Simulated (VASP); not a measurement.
Nb, 1 atom in the cell. The structure is cubic, space group Fm-3m (No. 225). The conventional cell has a = 4.173 Å, b = 4.173 Å, c = 4.173 Å, α = 90.00°, β = 90.00°, γ = 90.00°. Nb (site symmetry m-3m) has 12 Nb at 2.95 Å within 3.9 Å. This isn't the form of Nb at room conditions, which is bcc.

| Item | Value |
| --- | --- |
| Program | VASP 6.6.1 |
| Task | single point |
| Functional | r2SCAN |
| Potentials or basis | VASP PAW PBE potentials, release 64 (Nb_sv) |
| Cutoff | 520 eV |
| k mesh | 11 × 11 × 11 |
| Occupations | fermi-dirac, width 0.05 eV |
| Spin | no spin polarisation |
| Dipole correction | no |
| Further INCAR settings | ALGO = Normal; EDIFF = 1e-06; NBANDS = 12 |

Potentials or basis: VASP PAW PBE potentials, release 64 (Nb_sv).

Run with:

```console
$ cat potpaw_PBE.64/Nb_sv/POTCAR > POTCAR
$ cp INCAR.step1 INCAR
$ mpirun -np 1 vasp_std > vasp.out
$ cp INCAR.step2 INCAR
$ mpirun -np 1 vasp_std > vasp.out
```

Hardware: 1 thread of Intel Xeon 8259CL, on a shared host.

**Question.** Estimate the wall time of this run.

**Answer.** It took 66 s on 1 thread of Intel Xeon 8259CL (shared host), peak memory 0.15 GiB. Counts: k points 56.
